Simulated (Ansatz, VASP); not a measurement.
**AlGa3N4 in VASP and in Ansatz**

Contents of INCAR:

```
ALGO = Normal
EDIFF = 1E-6
ENCUT = 520
GGA = CA
ISIF = 2
ISMEAR = 0
LASPH = True
LCHARG = False
LREAL = False
LWAVE = False
NBANDS = 41
NELM = 100
PREC = Accurate
SIGMA = 0.05
```

Contents of KPOINTS:

```
k-points
0
Gamma
  6 6 6
```

Contents of POSCAR:

```
AlGa3N4
1.0
    4.5982864158      0.0701855632      0.0701855632
    0.0701855632      4.5982864158      0.0701855632
    0.0701855632      0.0701855632      4.5982864158
Al Ga N
1 3 4
Direct
    0.0000000000      0.0000000000      0.0000000000
    0.5000000000      0.5000000000      0.0000000000
    0.5000000000      0.0000000000      0.5000000000
    0.0000000000      0.5000000000      0.5000000000
    0.7548078379      0.7548078379      0.2451921621
    0.7548078379      0.2451921621      0.7548078379
    0.2451921621      0.7548078379      0.7548078379
    0.2451921621      0.2451921621      0.2451921621
```

Input for Ansatz:

```yaml
crystal:
  lattice:
    - [4.5982864158, 0.0701855632, 0.0701855632]
    - [0.0701855632, 4.5982864158, 0.0701855632]
    - [0.0701855632, 0.0701855632, 4.5982864158]
  atoms:
    - { symbol: Al, position: [0.0, 0.0, 0.0] }
    - { symbol: Ga, position: [0.5, 0.5, 0.0] }
    - { symbol: Ga, position: [0.5, 0.0, 0.5] }
    - { symbol: Ga, position: [0.0, 0.5, 0.5] }
    - { symbol: "N", position: [0.7548078379, 0.7548078379, 0.2451921621] }
    - { symbol: "N", position: [0.7548078379, 0.2451921621, 0.7548078379] }
    - { symbol: "N", position: [0.2451921621, 0.7548078379, 0.7548078379] }
    - { symbol: "N", position: [0.2451921621, 0.2451921621, 0.2451921621] }
basis:
  ecutwfc: 520.0
kpoints:
  mp_grid: { grid: [6, 6, 6] }
hamiltonian:
  xc: lda
  pseudopotentials: { kind: paw, azcp: { folder: soft_1 } }
scf:
  occupations: { method: gaussian, width: 0.05 }
output:
  forces: true
  stress: true
  eigenvalues: true
```

Alike in both runs: task single point; functional LDA; k mesh 6 × 6 × 6; occupations gaussian, width 0.05 eV; no spin polarisation.

```csv
,VASP,Ansatz
version,VASP 6.6.1,Ansatz 0.2.0
potentials or method,"VASP PAW LDA potentials, release 64 (Al, Ga_d, N), cutoff 520 eV","scalar-relativistic, plane waves, PAW"
valence electrons in the cell,62,62
```

```csv
,VASP,Ansatz,Ansatz less VASP
gap on the k mesh at the Fermi level (eV),1.68,1.67,-0.008
least direct gap on the mesh (eV),1.68,1.67,-0.008
pressure (GPa),-17.1,-17.7,-0.58
"traceless stress, the component that is largest in VASP (GPa)",-4.39,-4.31,+0.076
rms of the force components (eV/Å),0.074,0.065,-0.0092
```

Ansatz warns that its potentials were made for another functional, while VASP's fit it. LDA's correlation is that of Perdew and Zunger in VASP and of Perdew and Wang (1992) in Ansatz. Atom by atom the forces differ by 0.013 eV/Å (rms over components).
